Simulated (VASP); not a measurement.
Runs of VASP 6.6.1 on Cs. The structure is that of space group Pm-3m (No. 221), or close to it. The cells are those of the table. 

```tsv
cell	k mesh	gap on the mesh (eV)	pressure (GPa)
a = 5.346 Å, 1 atom	7 × 7 × 7	none	0.0
a = 5.276 Å, 1 atom	10 × 10 × 10	none	0.0
a = 5.479 Å, 1 atom	7 × 7 × 7	none	(a)
a = 5.132 Å, 1 atom	7 × 7 × 7	none	0.1
a = 5.056 Å, 1 atom	7 × 7 × 7	none	0.2
```

Alike in all rows: task single point; level BLYP; potentials or basis VASP PAW PBE potentials, release 64 (Cs_sv); no spin polarisation; cutoff (eV) 520; smearing fermi-dirac 0.1 eV.

**Question.** Estimate the missing entries.

**Answer.** (a) -0.1.

Caveats: the PAW data sets were made with another functional, which shifts forces and pressure a little; spin-orbit coupling is left out, which moves the levels of the heavy elements.

A k mesh can miss the band edges, and the runs leave out spin-orbit coupling on Cs.

A gap of «none» marks levels without a gap at the run's occupations.
